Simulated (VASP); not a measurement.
Wanted: the native input for a VASP 6.6.1 run.

| Property | Result |
| --- | --- |
| Task | single point |
| Functional | PBE |
| Potentials or basis | VASP PAW PBE potentials, release 64 (Ti_sv, N) |
| Cutoff | 520 eV |
| k mesh | 13 × 13 × 13 |
| Occupations | fermi-dirac, width 0.05 eV |
| Spin | no spin polarisation |
| Dipole correction | no |
| Further INCAR settings | ALGO = Normal; EDIFF = 1e-06; NBANDS = 16 |

The structure of TiN lies in POSCAR:

```
TiN
1.0
    0.0000000000      2.0790502180      2.0790502180
    2.0790502180      0.0000000000      2.0790502180
    2.0790502180      2.0790502180      0.0000000000
Ti N
1 1
Direct
    0.0000000000      0.0000000000      0.0000000000
    0.5000000000      0.5000000000      0.5000000000
```

This cell differs from its parent crystal: volume scaled by 0.9405.

One way to write it, as run:

INCAR

```
  PREC = Accurate
  ENCUT = 520
  EDIFF = 1E-6
  ISMEAR = -1
  SIGMA = 0.05
  LREAL = False
  LASPH = True
  NELM = 80
  ALGO = Normal
  ISIF = 2
  LWAVE = False
  LCHARG = True
  GGA = PE
  LELF = True
  LVHAR = True
  NBANDS = 16
```

KPOINTS

```
Automatic mesh
0
Gamma
  13 13 13
```

Potentials or basis: VASP PAW PBE potentials, release 64 (Ti_sv, N).

Launch:

```bash
$ cat potpaw_PBE.64/Ti_sv/POTCAR potpaw_PBE.64/N/POTCAR > POTCAR
$ mpirun -np 1 vasp_std > vasp.out
```

It gave:

- Pressure: 20.5 GPa

Wall time 23 s on 1 thread of Intel(R) Xeon(R) Platinum 8488C (Sapphire Rapids) (shared host), peak memory 0.15 GiB.
